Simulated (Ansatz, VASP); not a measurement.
## K in VASP and in Ansatz

The input INCAR:

```
SYSTEM = K
PREC = Accurate
ENCUT = 520
EDIFF = 1E-6
ISMEAR = -1
SIGMA = 0.05
LREAL = .FALSE.
LASPH = .TRUE.
NELM = 60
ALGO = Normal
ISIF = 2
LWAVE = .FALSE.
LCHARG = .FALSE.
GGA = PE
NBANDS = 10
```

The input KPOINTS:

```
regular mesh
0
G
  7 7 7
  0 0 0
```

Contents of POSCAR:

```
K
1.0
   -2.6424908504      2.6424908504      2.6424908504
    2.6424908504     -2.6424908504      2.6424908504
    2.6424908504      2.6424908504     -2.6424908504
K
1
Direct
    0.0000000000      0.0000000000      0.0000000000
```

The input input.yaml:

```yaml
crystal:
  lattice:
    - [-2.6424908504, 2.6424908504, 2.6424908504]
    - [2.6424908504, -2.6424908504, 2.6424908504]
    - [2.6424908504, 2.6424908504, -2.6424908504]
  atoms:
    - { symbol: K, position: [0.0, 0.0, 0.0] }
kpoints:
  mp_grid: { grid: [7, 7, 7] }
scf:
  occupations: { method: fermi_dirac, width: 0.05 }
hamiltonian:
  xc: pbe
  pseudopotentials: { kind: all_electron, lapw: { basis_error: 0.0005 } }
output:
  forces: true
  stress: true
  eigenvalues: true
```

Change from the starting cell: volume scaled by 0.94.

Alike in both runs: task single point; functional PBE; k mesh 7 × 7 × 7; occupations fermi-dirac, width 0.05 eV; no spin polarisation.

|  | VASP | Ansatz |
| --- | --- | --- |
| version | VASP 6.6.1 | Ansatz 0.2.0 |
| potentials or method | VASP PAW PBE potentials, release 64 (K_sv), cutoff 520 eV | all-electron LAPW, scalar-relativistic |

```csv
,VASP,Ansatz,Ansatz less VASP
gap on the k mesh at the Fermi level (eV),none,none,-
pressure (GPa),0.0,0.0,+0.01
```

A gap of «none» marks a metal or a gap that the smearing closes. Ansatz ran all-electron here, and VASP with PAW potentials.
